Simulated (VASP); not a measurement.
# Ti (P6/mmm) in VASP: relaxation of cell and atoms with LDA

Aim: the relaxation of cell and atoms of Ti with LDA.

Program: VASP 6.6.1. These are calculated values, not measurements. Logs are shortened: lines on timing, memory, paths and dates and some standing lists are left out, and cuts for length are marked.

### Step 1. The cell of the first run

Symmetry: P6/mmm, No. 191, hexagonal system. Conventional cell: a = 4.308 Å, b = 4.308 Å, c = 2.671 Å, α = 90.00°, β = 90.00°, γ = 120.00°. Ti (site symmetry 6/mmm) has 14 Ti at 2.67 to 2.82 Å within 3.5 Å. Within 3.3 Å of Ti (site symmetry -6m2) lie 11 Ti at 2.49 to 2.82 Å.

This isn't the form of Ti at room conditions, which is hcp.

### Step 2. Relaxation of cell and atoms, LDA, target pressure 17 GPa, at which the enthalpy is minimised

INCAR reads:

```
ALGO = Normal ; EDIFF = 1E-6
EDIFFG = -0.005 ; ENCUT = 600
GGA = CA ; IBRION = 2
ISIF = 3 ; ISMEAR = -1
LASPH = True ; LCHARG = False
LREAL = False ; LWAVE = False
NELM = 80 ; NSW = 60
PREC = Accurate ; PSTRESS = 170.0
SIGMA = 0.05
```

KPOINTS reads:

```
k-points
0
Gamma
  9 9 12
```

POSCAR reads:

```
Ti
1.0
    4.3078167979      0.0000000000      0.0000000000
   -2.1539083990      3.7306787819      0.0000000000
    0.0000000000      0.0000000000      2.6708464147
Ti
3
Direct
    0.0000000000      0.0000000000      0.0000000000
    0.3333333333      0.6666666667      0.5000000000
    0.6666666667      0.3333333333      0.5000000000
```

Potentials or basis: VASP PAW LDA potentials, release 64 (Ti_sv).

The run is started by

```bash
$ cat potpaw_LDA.64/Ti_sv/POTCAR > POTCAR
$ mpirun -np 1 vasp_std > vasp.out
```

OUTCAR:

```text
EDIFF = 1E-6
   EDIFFG = -0.005
   ENCUT = 600
   GGA = CA
   IBRION = 2
   ISIF = 3
   ISMEAR = -1
   LASPH = True
   LREAL = False
   NELM = 80
   NSW = 60
   PREC = Accurate
   PSTRESS = 170.0

 ion  position               nearest neighbor table
   1  0.000  0.000  0.000-   2 2.82   3 2.82   2 2.82   3 2.82   3 2.82   3 2.82   2 2.82   2 2.82
                             3 2.82   3 2.82   2 2.82   2 2.82
   2  0.333  0.667  0.500-   3 2.49   3 2.49   3 2.49   1 2.82   1 2.82   1 2.82   1 2.82   1 2.82
                             1 2.82
   3  0.667  0.333  0.500-   2 2.49   2 2.49   2 2.49   1 2.82   1 2.82   1 2.82   1 2.82   1 2.82
                             1 2.82

  LATTYP: Found a hexagonal cell.
 ALAT       =     4.3078167979
 C/A-ratio  =     0.6200000000

  Lattice vectors:

 A1 = (   4.3078167979,   0.0000000000,   0.0000000000)
 A2 = (  -2.1539083990,   3.7306787819,   0.0000000000)
 A3 = (   0.0000000000,   0.0000000000,   2.6708464147)

Analysis of symmetry for initial positions (statically):
=====================================================================
 Subroutine PRICEL returns:
 Original cell was already a primitive cell.

 Routine SETGRP: Setting up the symmetry group for a
 hexagonal supercell.

 Subroutine GETGRP returns: Found 24 space group operations
 (whereof 24 operations were pure point group operations)
 out of a pool of 24 trial point group operations.

The static configuration has the point symmetry D_6h.

Analysis of symmetry for dynamics (positions and initial velocities):
=====================================================================
 Subroutine PRICEL returns:
 Original cell was already a primitive cell.

 Routine SETGRP: Setting up the symmetry group for a
 hexagonal supercell.

 Subroutine GETGRP returns: Found 24 space group operations
 (whereof 24 operations were pure point group operations)
 out of a pool of 24 trial point group operations.

The dynamic configuration has the point symmetry D_6h.

 Subroutine INISYM returns: Found 24 space group operations
 (whereof 24 operations are pure point group operations),
 and found     1 'primitive' translations

----------------------------------------------------------------------------------------

                                     Primitive cell

  volume of cell :      42.9234

  direct lattice vectors                    reciprocal lattice vectors
     4.307816798  0.000000000  0.000000000     0.232136149  0.134023868  0.000000000
    -2.153908399  3.730678782  0.000000000     0.000000000  0.268047736  0.000000000
     0.000000000  0.000000000  2.670846415     0.000000000  0.000000000  0.374413143

  length of vectors
     4.307816798  4.307816798  2.670846415     0.268047736  0.268047736  0.374413143

  position of ions in fractional coordinates (direct lattice)
     0.000000000  0.000000000  0.000000000
     0.333333333  0.666666667  0.500000000
     0.666666667  0.333333333  0.500000000

  ion indices of the primitive-cell ions
   primitive index   ion index
                 1           1
                 2           2
                 3           3

----------------------------------------------------------------------------------------

 KPOINTS: k-points

Automatic generation of k-mesh.
 Grid dimensions read from file:
 generate k-points for:    9    9   12

 Generating k-lattice:

  Cartesian coordinates                     Fractional coordinates (reciprocal lattice)
     0.025792905  0.014891541  0.000000000     0.111111111  0.000000000  0.000000000
     0.000000000  0.029783082  0.000000000     0.000000000  0.111111111  0.000000000
     0.000000000  0.000000000  0.031201095     0.000000000  0.000000000  0.083333333

  Length of vectors
     0.029783082  0.029783082  0.031201095

  Shift w.r.t. Gamma in fractional coordinates (k-lattice)
     0.000000000  0.000000000  0.000000000

 Subroutine IBZKPT returns following result:
 ===========================================

 Found     84 irreducible k-points:

 Following reciprocal coordinates:
            Coordinates               Weight
  0.000000  0.000000  0.000000      1.000000
  0.111111  0.000000  0.000000      6.000000
  0.222222  0.000000  0.000000      6.000000
  0.333333  0.000000  0.000000      6.000000
  0.444444  0.000000  0.000000      6.000000
  0.111111  0.111111  0.000000      6.000000
[... 16 lines left out ...]
  0.333333  0.222222  0.083333     24.000000
  0.333333  0.333333  0.083333      4.000000
 [... further k-points ...]
   k-points           NKPTS =     84   k-points in BZ     NKDIM =     84   number of bands    NBANDS=     22
   number of dos      NEDOS =    301   number of ions     NIONS =      3
   total plane-waves  NPLWV =  31104
   dimension x,y,z NGX =    36 NGY =   36 NGZ =   24
   dimension x,y,z NGXF=    72 NGYF=   72 NGZF=   48
   ions per type =               3
   NGX,Y,Z   is equivalent  to a cutoff of  13.89, 13.89, 14.94 a.u.
   NGXF,Y,Z  is equivalent  to a cutoff of  27.79, 27.79, 29.88 a.u.
 SYSTEM =  unknown system
   PREC   = accura    normal or accurate (medium, high low for compatibility)
   ISTART =      0    job   : 0-new  1-cont  2-samecut
   ICHARG =      2    charge: 1-file 2-atom 10-const
   ISPIN  =      1    spin polarized calculation?
   LNONCOLLINEAR =      F non collinear calculations
   LSORBIT =      F    spin-orbit coupling
   LASPH  =      T    aspherical Exc in radial PAW
   ENCUT  =  600.0 eV  44.10 Ry    6.64 a.u.   8.60  8.60  5.33*2*pi/ulx,y,z
   NELM   =     80;   NELMIN=  2; NELMDL= -5     # of ELM steps
   EDIFF  = 0.1E-05   stopping-criterion for ELM
   LREAL  =      F    real-space projection
   EDIFFG = -.5E-02   stopping-criterion for IOM
   NSW    =     60    number of steps for IOM
   IBRION =      2    ionic relax: 0-MD 1-quasi-New 2-CG
   NFREE  =      1    steps in history (QN), initial steepest desc. (CG)
   ISIF   =      3    stress and relaxation
   ISYM   =      2    0-nonsym 1-usesym 2-fastsym
   POTIM  = 0.5000    time-step for ionic-motion
   TEBEG  =    0.0;   TEEND  =   0.0 temperature during run
   PSTRESS=  170.0 pullay stress
   NELECT =      36.0000    total number of electrons
   NUPDOWN=      -1.0000    fix difference up-down
   EMIN   =  10.00;   EMAX   =-10.00  energy-range for DOS
   EFERMI =   0.00;   METHOD = LEGACY
   ISMEAR =    -1;   SIGMA  =   0.05  broadening in eV -4-tet -1-fermi 0-gaus
   EFERMI_NEDOS =   21; number of points for ismear=-14 and -15
   IALGO  =     38    algorithm
   IMIX   =      4    mixing-type and parameters
     AMIX     =   0.40;   BMIX     =  1.00
     AMIX_MAG =   1.60;   BMIX_MAG =  1.00
  volume/ion in A,a.u.               =      14.31        96.55
  Fermi-wavevector in a.u.,A,eV,Ry     =   1.543871  2.917493 32.429997  2.383538
  Thomas-Fermi vector in A             =   2.649472
   LORBIT       =      0    0 simple, 1 ext, 2 COOP (PROOUT), +10 PAW based schemes
   GGA     = CA    functional components
   LHFCALC =     F    Hartree Fock is set to
   AEXX    =    0.0000 exact exchange contribution
   IVDW    =     0    specifies the selected vdW correction
   LEPSILON=     F    determine dielectric tensor
   LRPA    =     F    only Hartree local field effects (RPA)
 conjugate gradient relaxation of ions
 non-spin polarized calculation
  energy-cutoff  :      600.00
  volume of cell :       42.92
 maximum number of plane-waves:      1462
 NGX is ok and might be reduce to    36
   NGX = 17   NGY = 17   NGZ = 11

--------------------------------------- Ionic step        1  -------------------------------------------

 number of electron      36.0000002 magnetization

 Free energy of the ion-electron system (eV)
  ---------------------------------------------------
  ext. energy  EPLUGINS =         0.00000000
  ---------------------------------------------------
  free energy    TOTEN  =       -25.52469759 eV

  energy without entropy =      -25.50171698  energy(sigma->0) =      -25.51320728

------------------------ aborting loop because EDIFF is reached ----------------------------------------

  FORCE on cell =-STRESS in cart. coord.  units (eV):
  Direction    XX          YY          ZZ          XY          YZ          ZX
  --------------------------------------------------------------------------------------
  -------------------------------------------------------------------------------------
  Total        3.9385430      3.9385430      4.4684322     -0.0000000     -0.0000000     -0.0000000
  in kB      147.0117953    147.0117953    166.7906705     -0.0000000     -0.0000000     -0.0000000
  external PRESSURE =     -16.3952463 kB  Pullay stress =     170.0000000 kB
[... 258 lines left out ...]
  enthalpy is  TOTEN    =       -20.9740671378 eV   P V=        4.5122763599

--------------------------------------- Ionic step        8  -------------------------------------------

 number of electron      36.0000006 magnetization

 Free energy of the ion-electron system (eV)
  ---------------------------------------------------
  ext. energy  EPLUGINS =         0.00000000
  ---------------------------------------------------
  free energy    TOTEN  =       -25.48352357 eV

  energy without entropy =      -25.46128040  energy(sigma->0) =      -25.47240198

 E-fermi :  10.3084     XC(G=0): -12.7948

 val. band max:       10.2983203082   @ k =   0.3333   0.1111   0.0000
 cond. band min:      10.3142865265   @ k =   0.4444   0.1111   0.2500
 fundamental gap:      0.0159662183
 Fermi energy:        10.3083676384

 k-point     1 :       0.0000    0.0000    0.0000
  band No.  band energies     occupation
      1     -45.5886      2.00000
      2     -45.2855      2.00000
      3     -44.9942      2.00000
      4     -22.3971      2.00000
      5     -22.3971      2.00000
      6     -22.3474      2.00000
[... 574 lines left out ...]
      6     -22.4160      2.00000
[... 14 lines left out ...]
     21      10.8745      0.00002
     22      11.8505      0.00000

 [... further k-points ...]
[... 5 lines left out ...]
  --------------------------------------------------------------------------------------
  -------------------------------------------------------------------------------------
  Total        4.5231543      4.5231543      4.5171572     -0.0000000     -0.0000000      0.0000000
  in kB      170.5163530    170.5163530    170.2902710     -0.0000000     -0.0000000      0.0000000
  external PRESSURE =       0.4409923 kB  Pullay stress =     170.0000000 kB
[... 18 lines left out ...]
  FREE ENERGIE OF THE ION-ELECTRON SYSTEM (eV)
  ---------------------------------------------------
  free  energy   TOTEN  =       -25.4835235707 eV

  energy  without entropy=      -25.4612803981  energy(sigma->0) =      -25.47240198

  enthalpy is  TOTEN    =       -20.9740661502 eV   P V=        4.5094574205

 reached required accuracy - stopping structural energy minimisation
```

Run time: 7.1 min. Hardware: 1 thread of Intel Xeon Platinum 8259CL at 2.50GHz (Skylake/Cascade Lake), shared host; peak memory 0.21 GiB.

Results:

* Free energy: -25.4835 eV
* Relaxed volume: 14.17 Å³/atom
* Relaxed cell: a = 4.280 Å, b = 4.280 Å, c = 2.679 Å, α = 90.00°, β = 90.00°, γ = 120.00°
* Space group after relaxing (to 0.1 Å): P6/mmm (No. 191)
* Energy change on relaxing (the run minimises the enthalpy): +13.7 meV/atom
* Ionic steps: 8
* Pressure after relaxing: 17.0 GPa
* Band gap on the k mesh: zero (bands 18 and 19 overlap by 0.54 eV)

The path:
| step | energy change (eV) | largest force (eV/Å) | pressure (GPa) | volume (Å³) |
| --- | --- | --- | --- | --- |
| 1 | 0.0000 | 0.0000 | 15.36 | 42.92 |
| 2 | 0.0955 | 0.0000 | 19.17 | 42.02 |
| 3 | 0.0466 | 0.0000 | 17.36 | 42.45 |
| 4 | 0.0452 | 0.0000 | 17.33 | 42.47 |
| 5 | 0.0379 | 0.0000 | 16.95 | 42.53 |
| 6 | 0.0382 | 0.0000 | 16.93 | 42.53 |
| 7 | 0.0384 | 0.0000 | 16.94 | 42.53 |
| 8 | 0.0412 | 0.0000 | 17.04 | 42.50 |

Final structure:
```
Ti
1.0
     4.28005    0.00000    0.00000
    -2.14002    3.70663    0.00000
     0.00000    0.00000    2.67891
Ti
3
Cartesian
  2.1400 3.7066 0.0000
  0.0000 2.4711 1.3395
  2.1400 1.2355 1.3395
```

Caveat: the cell is relaxed towards a set pressure, so the run minimises the enthalpy, not the energy.
